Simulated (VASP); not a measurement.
# TiC (Khamrabaevite) in VASP: further runs

Runs on TiC (Khamrabaevite). Level: PBE. Tasks: single point.

Everything below comes from runs of VASP 6.6.1. Logs are shortened: lines on timing, memory, paths and dates and some standing lists are left out, and cuts for length are marked.

### 1 The cell of the first run

It takes space group Fm-3m (No. 225, cubic). Conventional cell: a = 4.413 Å, b = 4.413 Å, c = 4.413 Å, α = 90.00°, β = 90.00°, γ = 90.00°. Ti (site symmetry m-3m) has 6 C at 2.21 Å within 2.9 Å. C (site symmetry m-3m) has 6 Ti at 2.21 Å within 2.9 Å.

### 2 Single point, PBE (volume scaled by 1.06, then relaxed in part)

INCAR

```
SYSTEM = TiC
PREC = Accurate
ENCUT = 520
EDIFF = 1E-7
ISMEAR = -1
SIGMA = 0.05
LREAL = .False.
LASPH = .True.
NELM = 60
ALGO = Normal
ISIF = 2
LWAVE = .False.
LCHARG = .False.
GGA = PE
NBANDS = 15
```

KPOINTS

```
Automatic mesh
0
Gamma
  18 18 18
  0 0 0
```

POSCAR

```
TiC
1.0
    0.0000000000      2.2064421477      2.2064421477
    2.2064421477      0.0000000000      2.2064421477
    2.2064421477      2.2064421477      0.0000000000
Ti C
1 1
Direct
    0.0000000000      0.0000000000      0.0000000000
    0.5000000000      0.5000000000      0.5000000000
```

Potentials or basis: VASP PAW PBE potentials, release 64 (Ti_sv, C).

Started as:

```bash
$ cat potpaw_PBE.64/Ti_sv/POTCAR potpaw_PBE.64/C/POTCAR > POTCAR
$ mpirun -np 1 vasp_std > vasp.out
```

OUTCAR:

```text
SYSTEM = TiC
   PREC = Accurate
   ENCUT = 520
   EDIFF = 1E-7
   ISMEAR = -1
   LREAL = .False.
   LASPH = .True.
   NELM = 60
   ISIF = 2
   GGA = PE

 ion  position               nearest neighbor table
   1  0.000  0.000  0.000-   2 2.21   2 2.21   2 2.21   2 2.21   2 2.21   2 2.21
   2  0.500  0.500  0.500-   1 2.21   1 2.21   1 2.21   1 2.21   1 2.21   1 2.21

  LATTYP: Found a face centered cubic cell.
 ALAT       =     4.4128842954

  Lattice vectors:

 A1 = (   0.0000000000,   2.2064421477,   2.2064421477)
 A2 = (   2.2064421477,   0.0000000000,   2.2064421477)
 A3 = (   2.2064421477,   2.2064421477,   0.0000000000)

Analysis of symmetry for initial positions (statically):
=====================================================================
 Subroutine PRICEL returns:
 Original cell was already a primitive cell.

 Routine SETGRP: Setting up the symmetry group for a
 face centered cubic supercell.

 Subroutine GETGRP returns: Found 48 space group operations
 (whereof 48 operations were pure point group operations)
 out of a pool of 48 trial point group operations.

The static configuration has the point symmetry O_h .

Analysis of symmetry for dynamics (positions and initial velocities):
=====================================================================
 Subroutine PRICEL returns:
 Original cell was already a primitive cell.

 Routine SETGRP: Setting up the symmetry group for a
 face centered cubic supercell.

 Subroutine GETGRP returns: Found 48 space group operations
 (whereof 48 operations were pure point group operations)
 out of a pool of 48 trial point group operations.

The dynamic configuration has the point symmetry O_h .

 Subroutine INISYM returns: Found 48 space group operations
 (whereof 48 operations are pure point group operations),
 and found     1 'primitive' translations

----------------------------------------------------------------------------------------

                                     Primitive cell

  volume of cell :      21.4836

  direct lattice vectors                    reciprocal lattice vectors
     0.000000000  2.206442148  2.206442148    -0.226609159  0.226609159  0.226609159
     2.206442148  0.000000000  2.206442148     0.226609159 -0.226609159  0.226609159
     2.206442148  2.206442148  0.000000000     0.226609159  0.226609159 -0.226609159

  length of vectors
     3.120380410  3.120380410  3.120380410     0.392498577  0.392498577  0.392498577

  position of ions in fractional coordinates (direct lattice)
     0.000000000  0.000000000  0.000000000
     0.500000000  0.500000000  0.500000000

  ion indices of the primitive-cell ions
   primitive index   ion index
                 1           1
                 2           2

----------------------------------------------------------------------------------------

 KPOINTS: Automatic mesh

Automatic generation of k-mesh.
 Grid dimensions read from file:
 generate k-points for:   18   18   18

 Generating k-lattice:

  Cartesian coordinates                     Fractional coordinates (reciprocal lattice)
    -0.012589398  0.012589398  0.012589398     0.055555556  0.000000000  0.000000000
     0.012589398 -0.012589398  0.012589398     0.000000000  0.055555556  0.000000000
     0.012589398  0.012589398 -0.012589398     0.000000000  0.000000000  0.055555556

  Length of vectors
     0.021805477  0.021805477  0.021805477

  Shift w.r.t. Gamma in fractional coordinates (k-lattice)
     0.000000000  0.000000000  0.000000000

 Subroutine IBZKPT returns following result:
 ===========================================

 Found    195 irreducible k-points:

 Following reciprocal coordinates:
            Coordinates               Weight
  0.000000  0.000000  0.000000      1.000000
  0.055556  0.000000  0.000000      8.000000
  0.111111  0.000000  0.000000      8.000000
  0.166667  0.000000  0.000000      8.000000
  0.222222  0.000000  0.000000      8.000000
  0.277778  0.000000  0.000000      8.000000
[... 16 lines left out ...]
 -0.277778  0.055556  0.000000     24.000000
 -0.222222  0.055556  0.000000     24.000000
 [... further k-points ...]
   k-points           NKPTS =    195   k-points in BZ     NKDIM =    195   number of bands    NBANDS=     15
   number of dos      NEDOS =    301   number of ions     NIONS =      2
   total plane-waves  NPLWV =  13824
   dimension x,y,z NGX =    24 NGY =   24 NGZ =   24
   dimension x,y,z NGXF=    48 NGYF=   48 NGZF=   48
   ions per type =               1   1
   NGX,Y,Z   is equivalent  to a cutoff of  12.79, 12.79, 12.79 a.u.
   NGXF,Y,Z  is equivalent  to a cutoff of  25.57, 25.57, 25.57 a.u.
 SYSTEM =  TiC
   PREC   = accura    normal or accurate (medium, high low for compatibility)
   ISTART =      0    job   : 0-new  1-cont  2-samecut
   ICHARG =      2    charge: 1-file 2-atom 10-const
   ISPIN  =      1    spin polarized calculation?
   LNONCOLLINEAR =      F non collinear calculations
   LSORBIT =      F    spin-orbit coupling
   LASPH  =      T    aspherical Exc in radial PAW
   ENCUT  =  520.0 eV  38.22 Ry    6.18 a.u.   5.80  5.80  5.80*2*pi/ulx,y,z
   NELM   =     60;   NELMIN=  2; NELMDL= -5     # of ELM steps
   EDIFF  = 0.1E-06   stopping-criterion for ELM
   LREAL  =      F    real-space projection
   EDIFFG = 0.1E-05   stopping-criterion for IOM
   NSW    =      0    number of steps for IOM
   IBRION =     -1    ionic relax: 0-MD 1-quasi-New 2-CG
   NFREE  =      0    steps in history (QN), initial steepest desc. (CG)
   ISIF   =      2    stress and relaxation
   ISYM   =      2    0-nonsym 1-usesym 2-fastsym
   POTIM  = 0.5000    time-step for ionic-motion
   TEBEG  =    0.0;   TEEND  =   0.0 temperature during run
   PSTRESS=    0.0 pullay stress
   NELECT =      16.0000    total number of electrons
   NUPDOWN=      -1.0000    fix difference up-down
   EMIN   =  10.00;   EMAX   =-10.00  energy-range for DOS
   EFERMI =   0.00;   METHOD = LEGACY
   ISMEAR =    -1;   SIGMA  =   0.05  broadening in eV -4-tet -1-fermi 0-gaus
   EFERMI_NEDOS =   21; number of points for ismear=-14 and -15
   IALGO  =     38    algorithm
   IMIX   =      4    mixing-type and parameters
     AMIX     =   0.40;   BMIX     =  1.00
     AMIX_MAG =   1.60;   BMIX_MAG =  1.00
  volume/ion in A,a.u.               =      10.74        72.49
  Fermi-wavevector in a.u.,A,eV,Ry     =   1.483926  2.804214 29.960529  2.202037
  Thomas-Fermi vector in A             =   2.597527
   LORBIT       =      0    0 simple, 1 ext, 2 COOP (PROOUT), +10 PAW based schemes
   GGA     = PE    functional components
   LHFCALC =     F    Hartree Fock is set to
   AEXX    =    0.0000 exact exchange contribution
   IVDW    =     0    specifies the selected vdW correction
   LEPSILON=     F    determine dielectric tensor
   LRPA    =     F    only Hartree local field effects (RPA)
 non-spin polarized calculation
  energy-cutoff  :      520.00
  volume of cell :       21.48
 maximum number of plane-waves:       589
   NGX = 11   NGY = 11   NGZ = 11

 number of electron      15.9999998 magnetization

 Free energy of the ion-electron system (eV)
  ---------------------------------------------------
  ext. energy  EPLUGINS =         0.00000000
  ---------------------------------------------------
  free energy    TOTEN  =       -18.66676091 eV

  energy without entropy =      -18.66418029  energy(sigma->0) =      -18.66547060

 E-fermi :   8.7754     XC(G=0): -12.4110

 val. band max:        8.7666274096   @ k =   0.1111   0.0556   0.0000
 cond. band min:       8.7785917565   @ k =   0.2778   0.2222   0.0000
 fundamental gap:      0.0119643469
 Fermi energy:         8.7753525737

 k-point     1 :       0.0000    0.0000    0.0000
  band No.  band energies     occupation
      1     -47.9849      2.00000
      2     -24.0343      2.00000
      3     -24.0343      2.00000
      4     -24.0343      2.00000
      5      -3.3637      2.00000
      6       9.4370      0.00000
      7       9.4370      0.00000
      8       9.4370      0.00000
      9      10.3610      0.00000
     10      10.3610      0.00000
     11      10.3767      0.00000
     12      10.3767      0.00000
     13      10.3767      0.00000
     14      18.4481      0.00000
     15      22.5770      0.00000

 k-point     2 :       0.0556    0.0000    0.0000
  band No.  band energies     occupation
      1     -47.9832      2.00000
      2     -24.0468      2.00000
      3     -24.0355      2.00000
      4     -24.0355      2.00000
      5      -3.2985      2.00000
      6       9.0954      0.00332
      7       9.2973      0.00006
      8       9.2973      0.00006
      9       9.7663      0.00000
     10       9.7663      0.00000
     11      10.5549      0.00000
     12      11.2047      0.00000
     13      11.2047      0.00000
     14      18.5804      0.00000
     15      22.5848      0.00000

 k-point     3 :       0.1111    0.0000    0.0000
  band No.  band energies     occupation
      1     -47.9783      2.00000
      2     -24.0827      2.00000
      3     -24.0391      2.00000
      4     -24.0391      2.00000
      5      -3.1061      2.00000
      6       8.3845      1.99919
      7       8.6798      1.74232
      8       8.6798      1.74232
      9       9.7765      0.00000
     10       9.7765      0.00000
     11      10.8196      0.00000
     12      12.0858      0.00000
     13      12.0858      0.00000
     14      18.9203      0.00000
     15      22.5528      0.00000
[... 343 lines left out ...]
 k-point    23 :      -0.2778    0.0556    0.0000
  band No.  band energies     occupation
      1     -47.9477      2.00000
      2     -24.2945      2.00000
      3     -24.0745      2.00000
      4     -24.0555      2.00000
      5      -1.6734      2.00000
      6       5.3568      2.00000
      7       6.7011      2.00000
      8       6.8854      2.00000
      9      10.5325      0.00000
     10      10.8512      0.00000
     11      11.7285      0.00000
     12      14.3610      0.00000
     13      15.2982      0.00000
     14      18.8870      0.00000
     15      22.8872      0.00000

 k-point    24 :      -0.2222    0.0556    0.0000
  band No.  band energies     occupation
      1     -47.9573      2.00000
      2     -24.2274      2.00000
      3     -24.0672      2.00000
      4     -24.0482      2.00000
      5      -2.1814      2.00000
      6       6.2358      2.00000
      7       7.1217      2.00000
      8       7.3457      2.00000
      9      10.1985      0.00000
     10      10.5688      0.00000
     11      11.4784      0.00000
     12      13.5923      0.00000
     13      14.5757      0.00000
     14      19.4234      0.00000
     15      22.4465      0.00000

 [... further k-points ...]

------------------------ aborting loop because EDIFF is reached ----------------------------------------

  FORCE on cell =-STRESS in cart. coord.  units (eV):
  Direction    XX          YY          ZZ          XY          YZ          ZX
  --------------------------------------------------------------------------------------
  -------------------------------------------------------------------------------------
  Total       -1.6145532     -1.6145532     -1.6145532      0.0000000     -0.0000000      0.0000000
  in kB     -120.4079903   -120.4079903   -120.4079903      0.0000000     -0.0000000      0.0000000
  external PRESSURE =    -120.4079903 kB  Pullay stress =       0.0000000 kB

 VOLUME and BASIS-vectors are now :
 -----------------------------------------------------------------------------
  energy-cutoff  :      520.00
  volume of cell :       21.48
      direct lattice vectors                 reciprocal lattice vectors
     0.000000000  2.206442148  2.206442148    -0.226609159  0.226609159  0.226609159
     2.206442148  0.000000000  2.206442148     0.226609159 -0.226609159  0.226609159
     2.206442148  2.206442148  0.000000000     0.226609159  0.226609159 -0.226609159

 POSITION                                       TOTAL-FORCE (eV/Angst)
 -----------------------------------------------------------------------------------
      0.00000      0.00000      0.00000         0.000000      0.000000      0.000000
      2.20644      2.20644      2.20644         0.000000      0.000000      0.000000
 -----------------------------------------------------------------------------------
    total drift:                                0.000000     -0.000000     -0.000000

  FREE ENERGIE OF THE ION-ELECTRON SYSTEM (eV)
  ---------------------------------------------------
  free  energy   TOTEN  =       -18.6667609144 eV

  energy  without entropy=      -18.6641802885  energy(sigma->0) =      -18.66547060
```

It took 43 s on 1 thread of Intel Xeon 6975P-C, shared host; peak memory 0.19 GiB.

Results:

- Free energy: -18.6668 eV
- Pressure: -12.0 GPa
- Band gap on the k mesh: zero (band 8 reaches 9.44 eV, above the bottom of band 9 at 8.37 eV)

[end of part 1 of 2]
